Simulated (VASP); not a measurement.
Crystal: Ir.

```
Ir
1.0
    -2.37900    2.37900    1.29779
     2.37900   -2.37900    1.29779
     2.37900    2.37900   -1.29779
Ir
2
Cartesian
  0.0000 0.0000 0.0000
  0.0000 2.3790 0.6489
```

```yaml
Program: VASP 6.6.1
Task: relaxation of cell and atoms
Functional: PBEsol
Potentials_or_basis: VASP PAW PBE potentials, release 64 (Ir)
Cutoff: 600 eV
k_mesh: 8 × 8 × 8
Occupations: gaussian, width 0.1 eV
Spin: no spin polarisation
```

At the start: pressure 23.6 GPa; volume 14.69 Å³/atom.

Q: Where does the relaxation end?

A: Over 9 steps the energy falls by 81.9 meV/atom and the volume is 15.70 Å³/atom (+6.9 %); space group I4_1/amd (No. 141, to 0.05 Å).

The path:
```
step  energy change (eV)  largest force (eV/Å)  pressure (GPa)  volume (Å³)
   1              0.0000                0.0000           23.60        29.38
   2              1.0871                0.0000          -38.99        39.54
   3             -0.1507                0.0000           -3.23        31.70
   4             -0.1524                0.0000           -1.26        31.49
   5             -0.1525                0.0000           -0.84        31.44
   6             -0.1598                0.0000            1.51        31.30
   7             -0.1638                0.0000            0.48        31.35
   8             -0.1635                0.0000           -1.08        31.52
   9             -0.1639                0.0000            0.00        31.40
```

Final structure:
```cif
data_structure
_symmetry_space_group_name_H-M 'P 1'
_symmetry_Int_Tables_number 1
_cell_length_a 3.6622
_cell_length_b 3.6622
_cell_length_c 3.6622
_cell_angle_alpha 97.894
_cell_angle_beta 97.894
_cell_angle_gamma 136.495
_cell_volume 31.40
loop_
_atom_site_label
_atom_site_type_symbol
_atom_site_fract_x
_atom_site_fract_y
_atom_site_fract_z
_atom_site_occupancy
Ir1 Ir 0.00000 0.00000 0.00000 1
Ir2 Ir 0.75000 0.25000 0.50000 1
```

Caveat: the PAW data sets were made with another functional, which shifts forces and pressure a little.
